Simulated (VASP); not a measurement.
Input of a VASP 6.6.1 run:

The input INCAR:

```
SYSTEM = PbS
AGGAC    = 1.0          
AGGAX    = 1.0          
ALDAC    = 0.0          
ALDAX    = 1.0          
ALGO     = Normal         ! electronic algorithm
EDIFF    = 1E-6           ! SCF threshold, eV
ENCUT    = 500            ! plane-wave cutoff, eV
GGA      = B5             ! functional
GGA_COMPAT= .False.      
ISIF     = 2              ! what is computed and relaxed
ISMEAR   = 0              ! smearing method
IVDW     = 12             ! dispersion correction
LASPH    = .True.         ! aspherical terms in the spheres
LCHARG   = .True.         ! write CHGCAR
LELF     = .True.         ! ELF
LREAL    = .False.        ! projectors in reciprocal space
LVHAR    = .True.       
LWAVE    = .False.        ! write WAVECAR
NBANDS   = 17             ! bands
NELM     = 120            ! most SCF steps
PREC     = Accurate       ! precision mode
SIGMA    = 0.01           ! smearing width, eV
VDW_A1   = 0.4298       
VDW_A2   = 4.2359       
VDW_S6   = 1.0          
VDW_S8   = 2.6996
```

KPOINTS

```
k-points
0
Gamma
  4 4 4
  0 0 0
```

Contents of POSCAR:

```
PbS
1.0
    2.1106765441      1.2185996709      3.4559829773
   -2.1106765441      1.2185996709      3.4559829773
    0.0000000000     -2.4371993418      3.4559829773
Pb S
1 1
Direct
    0.9842220801      0.9842220801      0.9842220801
    0.4713799199      0.4713799199      0.4713799199
```

Potentials or basis: VASP PAW PBE potentials, release 64 (Pb_d, S).

Launch:

```console
$ cat potpaw_PBE.64/Pb_d/POTCAR potpaw_PBE.64/S/POTCAR > POTCAR
$ mpirun -np 1 vasp_std > vasp.out
```

(1) What does it give for the pressure?

(2) Predict the largest force.

(3) Estimate the dispersion energy per atom.

(4) Predict the band gap on the k mesh.

Answers

(1) 0.1 GPa.

(2) 0.009 eV/Å.

(3) -0.786 eV.

(4) 0.62 eV, direct.

Caveat: the k points lie up to 0.46 Å⁻¹ apart; the PAW data sets were made with another functional, which shifts forces and pressure a little; spin-orbit coupling is left out, which moves the levels of the heavy elements.
